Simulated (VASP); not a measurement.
## Si: single point with PBE

Si:

```xyz
2
Lattice="-2.3169 2.3169 1.2588 2.3169 -2.3169 1.2588 2.3169 2.3169 -1.2588" Properties=species:S:1:pos:R:3 pbc="T T T"
Si    0.0000   -1.1585   -0.3147
Si    0.0000    1.1585    0.3147
```

```json
{
 "Program": "VASP 6.6.1",
 "Task": "single point",
 "Functional": "PBE",
 "Potentials or basis": "VASP PAW PBE potentials, release 64 (Si)",
 "Cutoff": "520 eV",
 "k mesh": "18 × 18 × 18",
 "Occupations": "fermi-dirac, width 0.1 eV",
 "Spin": "no spin polarisation",
 "Dipole correction": "no",
 "Further INCAR settings": "ALGO = Normal; EDIFF = 1e-07; NBANDS = 11"
}
```

* Pressure: 18.1 GPa
* Band gap on the k mesh: zero (bands 4 and 5 overlap by 7.12 eV)

Levels at points of the mesh, in eV from the Fermi level:
| k point | band 1 | band 2 | band 3 | band 4 | band 5 | band 6 | band 7 | band 8 | band 9 |
| --- | --- | --- | --- | --- | --- | --- | --- | --- | --- |
| (0.00, 0.00, 0.00) | -14.83 | -2.84 | -2.84 | -1.86 | 1.00 | 7.95 | 9.80 | 9.80 | 10.40 |
| (0.50, 0.00, 0.00) | -7.81 | -7.37 | -2.36 | -1.82 | -1.24 | 0.74 | 5.02 | 5.74 | 9.71 |
| (0.50, 0.50, 0.00) | -11.51 | -11.51 | 0.16 | 0.16 | 2.58 | 2.58 | 9.67 | 9.67 | 10.25 |
| (0.50, 0.50, 0.50) | -8.80 | -8.80 | -7.60 | -7.60 | 6.59 | 6.59 | 14.45 | 14.45 | 14.79 |

It took 58 s on 1 thread of Intel(R) Xeon(R) 6975P-C (Granite Rapids), with other jobs on the host, peak memory 0.23 GiB.

Caveat: the cell stands under pressure.
